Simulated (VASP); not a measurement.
# P (P6_422) in VASP: a series of runs

P is run at these levels: PBE; tasks: single point, relaxation of cell and atoms.

Everything below comes from runs of VASP 6.6.1. Logs are shortened: lines on timing, memory, paths and dates and some standing lists are left out, and cuts for length are marked.

### 1 The cell of the first run

The structure is hexagonal, space group P6_422 (No. 181). Conventional cell: a = 3.375 Å, b = 3.375 Å, c = 4.915 Å, α = 90.00°, β = 90.00°, γ = 120.00°. Within 3.1 Å of P (site symmetry 222) lie 4 P at 2.35 Å.

### 2 Single point, PBE

File INCAR:

```
SYSTEM = P
  PREC = Accurate
  ENCUT = 520
  EDIFF = 1E-6
  ISMEAR = 0
  SIGMA = 0.1
  LREAL = .False.
  LASPH = .True.
  NELM = 100
  ALGO = Normal
  ISIF = 2
  LWAVE = .False.
  LCHARG = .True.
  GGA = PE
  LELF = .True.
  LVHAR = .True.
  NBANDS = 14
```

File KPOINTS:

```
Automatic mesh
0
Gamma
  18 18 10
  0 0 0
```

File POSCAR:

```
P
1.0
    3.3746267199      0.0000000000      0.0000000000
   -1.6873133599      2.9225124678      0.0000000000
    0.0000000000      0.0000000000      4.9154597239
P
3
Direct
    0.0000000000      0.5000000000      0.3333333333
    0.5000000000      0.5000000000      0.6666666667
    0.5000000000      0.0000000000      0.0000000000
```

Potentials or basis: VASP PAW PBE potentials, release 64 (P).

On the command line:

```bash
> cat potpaw_PBE.64/P/POTCAR > POTCAR
> mpirun -np 1 vasp_std > vasp.out
```

OUTCAR:

```text
SYSTEM = P
   PREC = Accurate
   ENCUT = 520
   EDIFF = 1E-6
   ISMEAR = 0
   LREAL = .False.
   LASPH = .True.
   NELM = 100
   ISIF = 2
   GGA = PE

 ion  position               nearest neighbor table
   1  0.000  0.500  0.333-   3 2.35   3 2.35   2 2.35   2 2.35
   2  0.500  0.500  0.667-   3 2.35   3 2.35   1 2.35   1 2.35
   3  0.500  0.000  0.000-   2 2.35   2 2.35   1 2.35   1 2.35

  LATTYP: Found a hexagonal cell.
 ALAT       =     3.3746267199
 C/A-ratio  =     1.4565936122

  Lattice vectors:

 A1 = (   3.3746267199,   0.0000000000,   0.0000000000)
 A2 = (  -1.6873133599,   2.9225124678,   0.0000000000)
 A3 = (   0.0000000000,   0.0000000000,   4.9154597239)

Analysis of symmetry for initial positions (statically):
=====================================================================
 Subroutine PRICEL returns:
 Original cell was already a primitive cell.

 Routine SETGRP: Setting up the symmetry group for a
 hexagonal supercell.

 Subroutine GETGRP returns: Found 12 space group operations
 (whereof  4 operations were pure point group operations)
 out of a pool of 24 trial point group operations.

The static configuration has the point symmetry D_2 .
 The point group associated with its full space group is D_6 .

Analysis of symmetry for dynamics (positions and initial velocities):
=====================================================================
 Subroutine PRICEL returns:
 Original cell was already a primitive cell.

 Routine SETGRP: Setting up the symmetry group for a
 hexagonal supercell.

 Subroutine GETGRP returns: Found 12 space group operations
 (whereof  4 operations were pure point group operations)
 out of a pool of 24 trial point group operations.

The dynamic configuration has the point symmetry D_2 .
 The point group associated with its full space group is D_6 .

 Subroutine INISYM returns: Found 12 space group operations
 (whereof  4 operations are pure point group operations),
 and found     1 'primitive' translations

----------------------------------------------------------------------------------------

                                     Primitive cell

  volume of cell :      48.4782

  direct lattice vectors                    reciprocal lattice vectors
     3.374626720  0.000000000  0.000000000     0.296329071  0.171085669  0.000000000
    -1.687313360  2.922512468  0.000000000     0.000000000  0.342171338  0.000000000
     0.000000000  0.000000000  4.915459724     0.000000000  0.000000000  0.203439771

  length of vectors
     3.374626720  3.374626720  4.915459724     0.342171338  0.342171338  0.203439771

  position of ions in fractional coordinates (direct lattice)
     0.000000000  0.500000000  0.333333333
     0.500000000  0.500000000  0.666666667
     0.500000000  0.000000000  0.000000000

  ion indices of the primitive-cell ions
   primitive index   ion index
                 1           1
                 2           2
                 3           3

----------------------------------------------------------------------------------------

 KPOINTS: Automatic mesh

Automatic generation of k-mesh.
 Grid dimensions read from file:
 generate k-points for:   18   18   10

 Generating k-lattice:

  Cartesian coordinates                     Fractional coordinates (reciprocal lattice)
     0.016462726  0.009504759  0.000000000     0.055555556  0.000000000  0.000000000
     0.000000000  0.019009519  0.000000000     0.000000000  0.055555556  0.000000000
     0.000000000  0.000000000  0.020343977     0.000000000  0.000000000  0.100000000

  Length of vectors
     0.019009519  0.019009519  0.020343977

  Shift w.r.t. Gamma in fractional coordinates (k-lattice)
     0.000000000  0.000000000  0.000000000

 Subroutine IBZKPT returns following result:
 ===========================================

 Found    222 irreducible k-points:

 Following reciprocal coordinates:
            Coordinates               Weight
  0.000000  0.000000  0.000000      1.000000
  0.055556 -0.000000  0.000000      6.000000
  0.111111 -0.000000  0.000000      6.000000
  0.166667 -0.000000  0.000000      6.000000
  0.222222 -0.000000  0.000000      6.000000
  0.277778 -0.000000  0.000000      6.000000
[... 16 lines left out ...]
  0.333333  0.111111  0.000000     12.000000
  0.388889  0.111111  0.000000     12.000000
 [... further k-points ...]
   k-points           NKPTS =    222   k-points in BZ     NKDIM =    222   number of bands    NBANDS=     14
   number of dos      NEDOS =    301   number of ions     NIONS =      3
   total plane-waves  NPLWV =  31360
   dimension x,y,z NGX =    28 NGY =   28 NGZ =   40
   dimension x,y,z NGXF=    56 NGYF=   56 NGZF=   80
   ions per type =               3
   NGX,Y,Z   is equivalent  to a cutoff of  13.79, 13.79, 13.53 a.u.
   NGXF,Y,Z  is equivalent  to a cutoff of  27.59, 27.59, 27.06 a.u.
 SYSTEM =  P
   PREC   = accura    normal or accurate (medium, high low for compatibility)
   ISTART =      0    job   : 0-new  1-cont  2-samecut
   ICHARG =      2    charge: 1-file 2-atom 10-const
   ISPIN  =      1    spin polarized calculation?
   LNONCOLLINEAR =      F non collinear calculations
   LSORBIT =      F    spin-orbit coupling
   LASPH  =      T    aspherical Exc in radial PAW
   ENCUT  =  520.0 eV  38.22 Ry    6.18 a.u.   6.27  6.27  9.14*2*pi/ulx,y,z
   NELM   =    100;   NELMIN=  2; NELMDL= -5     # of ELM steps
   EDIFF  = 0.1E-05   stopping-criterion for ELM
   LREAL  =      F    real-space projection
[... 7 lines left out ...]
   TEBEG  =    0.0;   TEEND  =   0.0 temperature during run
   PSTRESS=    0.0 pullay stress
   NELECT =      15.0000    total number of electrons
   NUPDOWN=      -1.0000    fix difference up-down
   EMIN   =  10.00;   EMAX   =-10.00  energy-range for DOS
   EFERMI =   0.00;   METHOD = LEGACY
   ISMEAR =     0;   SIGMA  =   0.10  broadening in eV -4-tet -1-fermi 0-gaus
   EFERMI_NEDOS =   21; number of points for ismear=-14 and -15
   IALGO  =     38    algorithm
   IMIX   =      4    mixing-type and parameters
     AMIX     =   0.40;   BMIX     =  1.00
     AMIX_MAG =   1.60;   BMIX_MAG =  1.00
  volume/ion in A,a.u.               =      16.16       109.05
  Fermi-wavevector in a.u.,A,eV,Ry     =   1.107278  2.092451 16.681608  1.226064
  Thomas-Fermi vector in A             =   2.243790
   LORBIT       =      0    0 simple, 1 ext, 2 COOP (PROOUT), +10 PAW based schemes
   GGA     = PE    functional components
   LHFCALC =     F    Hartree Fock is set to
   AEXX    =    0.0000 exact exchange contribution
   IVDW    =     0    specifies the selected vdW correction
   LEPSILON=     F    determine dielectric tensor
   LRPA    =     F    only Hartree local field effects (RPA)
 non-spin polarized calculation
 Gauss-broadening in eV      SIGMA  =   0.10
  energy-cutoff  :      520.00
  volume of cell :       48.48
 maximum number of plane-waves:      1326
 NGX is ok and might be reduce to    28
   NGX = 13   NGY = 13   NGZ = 19

 number of electron      14.9999999 magnetization

 Free energy of the ion-electron system (eV)
  ---------------------------------------------------
  ext. energy  EPLUGINS =         0.00000000
  ---------------------------------------------------
  free energy    TOTEN  =       -14.84043244 eV

  energy without entropy =      -14.83435031  energy(sigma->0) =      -14.83739138

 E-fermi :   8.4329     XC(G=0): -10.8127

 val. band max:        8.4225857908   @ k =   0.3889   0.0556   0.4000
 cond. band min:       8.4394068915   @ k =   0.2778   0.2222   0.1000
 fundamental gap:      0.0168211007
 Fermi energy:         8.4329124172

 k-point     1 :       0.0000    0.0000    0.0000
  band No.  band energies     occupation
      1      -7.5217      2.00000
      2      -2.0267      2.00000
      3      -2.0267      2.00000
      4       5.3541      2.00000
      5       7.3684      2.00000
      6       7.3684      2.00000
      7       9.8783      0.00000
      8       9.8783      0.00000
      9      11.2478      0.00000
     10      11.2478      0.00000
     11      12.6724      0.00000
     12      13.0272      0.00000
     13      13.0272      0.00000
     14      13.0491      0.00000

 k-point     2 :       0.0556   -0.0000    0.0000
  band No.  band energies     occupation
      1      -7.4759      2.00000
      2      -2.0001      2.00000
      3      -1.9858      2.00000
      4       5.1340      2.00000
      5       7.0929      2.00000
      6       7.1648      2.00000
      7       9.9640      0.00000
      8      10.1110      0.00000
      9      11.0904      0.00000
     10      11.1049      0.00000
     11      12.4611      0.00000
     12      13.0888      0.00000
     13      13.1324      0.00000
     14      13.3192      0.00000

 k-point     3 :       0.1111   -0.0000    0.0000
  band No.  band energies     occupation
      1      -7.3388      2.00000
      2      -1.9258      2.00000
      3      -1.8639      2.00000
      4       4.5206      2.00000
      5       6.6060      2.00000
      6       6.6777      2.00000
      7       9.8512      0.00000
      8       9.9769      0.00000
      9      10.8093      0.00000
     10      11.4544      0.00000
     11      12.1122      0.00000
     12      13.2654      0.00000
     13      13.3296      0.00000
     14      13.8345      0.00000
[... 324 lines left out ...]
 k-point    23 :       0.3333    0.1111    0.0000
  band No.  band energies     occupation
      1      -5.2955      2.00000
      2      -2.3252      2.00000
      3      -0.3082      2.00000
      4       1.7541      2.00000
      5       3.1975      2.00000
      6       4.5918      2.00000
      7       5.5683      2.00000
      8       7.6941      2.00000
      9       9.2206      0.00000
     10      10.2366      0.00000
     11      13.3607      0.00000
     12      14.3400      0.00000
     13      15.6901      0.00000
     14      16.9820      0.00000

 k-point    24 :       0.3889    0.1111    0.0000
  band No.  band energies     occupation
      1      -4.7949      2.00000
      2      -2.8193      2.00000
      3      -0.0465      2.00000
      4       1.8750      2.00000
      5       3.0153      2.00000
      6       4.1333      2.00000
      7       5.1007      2.00000
      8       7.5602      2.00000
      9       9.0402      0.00000
     10      10.0944      0.00000
     11      13.3851      0.00000
     12      14.2234      0.00000
     13      16.2167      0.00000
     14      17.8069      0.00000

 [... further k-points ...]

------------------------ aborting loop because EDIFF is reached ----------------------------------------

  FORCE on cell =-STRESS in cart. coord.  units (eV):
  Direction    XX          YY          ZZ          XY          YZ          ZX
  --------------------------------------------------------------------------------------
  -------------------------------------------------------------------------------------
  Total       -0.0498197     -0.0498197     -0.0768650     -0.0000000      0.0000000     -0.0000000
  in kB       -1.6465149     -1.6465149     -2.5403464     -0.0000000      0.0000000     -0.0000000
  external PRESSURE =      -1.9444587 kB  Pullay stress =       0.0000000 kB

 VOLUME and BASIS-vectors are now :
 -----------------------------------------------------------------------------
  energy-cutoff  :      520.00
  volume of cell :       48.48
      direct lattice vectors                 reciprocal lattice vectors
     3.374626720  0.000000000  0.000000000     0.296329071  0.171085669  0.000000000
    -1.687313360  2.922512468  0.000000000     0.000000000  0.342171338  0.000000000
     0.000000000  0.000000000  4.915459724     0.000000000  0.000000000  0.203439771

 POSITION                                       TOTAL-FORCE (eV/Angst)
 -----------------------------------------------------------------------------------
     -0.84366      1.46126      1.63849         0.000000      0.000000      0.000000
      0.84366      1.46126      3.27697         0.000000     -0.000000      0.000000
      1.68731      0.00000      0.00000        -0.000000      0.000000     -0.000000
 -----------------------------------------------------------------------------------
    total drift:                                0.000000      0.000000      0.000000

  FREE ENERGIE OF THE ION-ELECTRON SYSTEM (eV)
  ---------------------------------------------------
  free  energy   TOTEN  =       -14.8404324411 eV

  energy  without entropy=      -14.8343503136  energy(sigma->0) =      -14.83739138
```

Wall time 91 s (1 thread of Intel Xeon Platinum 8259CL at 2.50GHz (Skylake/Cascade Lake), shared host); peak memory 0.24 GiB.

What came out:

| Property | Result |
| --- | --- |
| Free energy | -14.8404 eV |
| Pressure | -0.2 GPa |

Levels at points of the mesh, in eV from the Fermi level:
```
           k point  band 6  band 7  band 8  band 9  band 10  band 11
(0.00, 0.00, 0.00)   -1.06    1.45    1.45    2.81     2.81     4.24
(0.50, 0.00, 0.00)   -4.32   -3.03   -0.99    1.34     1.69     3.79
(0.00, 0.00, 0.50)   -2.04   -1.21    2.05    2.05     2.96     2.96
(0.50, 0.00, 0.50)   -3.25   -1.43   -0.19    1.11     1.56     2.38
```

### 3 Relaxation of cell and atoms, PBE

This run uses another cell than the first one, of 15.90 Å³/atom, 0.984 times its volume.

File INCAR:

```
SYSTEM = P
PREC     = Accurate       ! precision mode
ENCUT    = 600            ! plane-wave cutoff, eV
EDIFF    = 1E-7           ! SCF threshold, eV
ISMEAR   = 0              ! smearing method
SIGMA    = 0.1            ! smearing width, eV
LREAL    = .FALSE.        ! projectors in reciprocal space
LASPH    = .TRUE.         ! aspherical terms in the spheres
NELM     = 100            ! most SCF steps
ALGO     = Normal         ! electronic algorithm
ISIF     = 3              ! what is computed and relaxed
LWAVE    = .FALSE.        ! write WAVECAR
LCHARG   = .FALSE.        ! write CHGCAR
GGA      = PE             ! functional
IBRION   = 2              ! ionic algorithm
NSW      = 100            ! ionic steps
EDIFFG   = -0.01          ! ionic threshold
```

File KPOINTS:

```
Automatic mesh
0
G
  18 18 10
  0 0 0
```

File POSCAR:

```
P
1.0
    3.3477914097      0.0000000000      0.0000000000
   -1.6738957048      2.8992724073      0.0000000000
    0.0000000000      0.0000000000      4.9147634912
P
3
Direct
    0.0000000000      0.5000000000      0.3333333333
    0.5000000000      0.5000000000      0.6666666667
    0.5000000000      0.0000000000      0.0000000000
```

Potentials or basis: VASP PAW PBE potentials, release 64 (P).

On the command line:

```bash
> cat potpaw_PBE.64/P/POTCAR > POTCAR
> mpirun -np 1 vasp_std > vasp.out
```

Wall time 3.9 min (1 thread of Intel Xeon Platinum 8259CL at 2.50GHz (Skylake/Cascade Lake), shared host); peak memory 0.25 GiB.

It converged, with:

| Property | Result |
| --- | --- |
| Free energy | -14.8407 eV |
| Relaxed volume | 16.12 Å³/atom |
| Relaxed cell | a = 3.372 Å, b = 3.372 Å, c = 4.911 Å, α = 90.00°, β = 90.00°, γ = 120.00° |
| Space group after relaxing (to 0.05 Å) | P6_422 (No. 181) |
| Energy gained by relaxing | 0.8 meV/atom |
| Ionic steps | 4 |
| Pressure after relaxing | 0.0 GPa |

Step by step:
```tsv
step	energy change (eV)	largest force (eV/Å)	pressure (GPa)	volume (Å³)
1	0.0000	0.0000	0.90	47.70
2	-0.0024	0.0000	-0.01	48.32
3	-0.0024	0.0000	-0.12	48.40
4	-0.0025	0.0000	0.01	48.36
```

Final structure:
```
P
1.0
     3.37210    0.00000    0.00000
    -1.68605    2.92033    0.00000
     0.00000    0.00000    4.91088
P
3
Direct
  0.00000 0.50000 0.33333
  0.50000 0.50000 0.66667
  0.50000 0.00000 0.00000
```

Levels at points of the mesh, in eV from the Fermi level:
```tsv
k point	band 4	band 5	band 6	band 7	band 8	band 9	band 10	band 11
(0.00, 0.00, 0.00)	-3.09	-1.07	-1.07	1.46	1.46	2.82	2.82	4.25
(0.50, 0.00, 0.00)	-6.61	-5.56	-4.33	-3.04	-1.00	1.34	1.69	3.80
(0.00, 0.00, 0.50)	-3.55	-2.05	-2.05	-1.21	2.05	2.05	2.96	2.96
(0.50, 0.00, 0.50)	-7.80	-3.67	-3.26	-1.42	-0.20	1.11	1.56	2.39
```
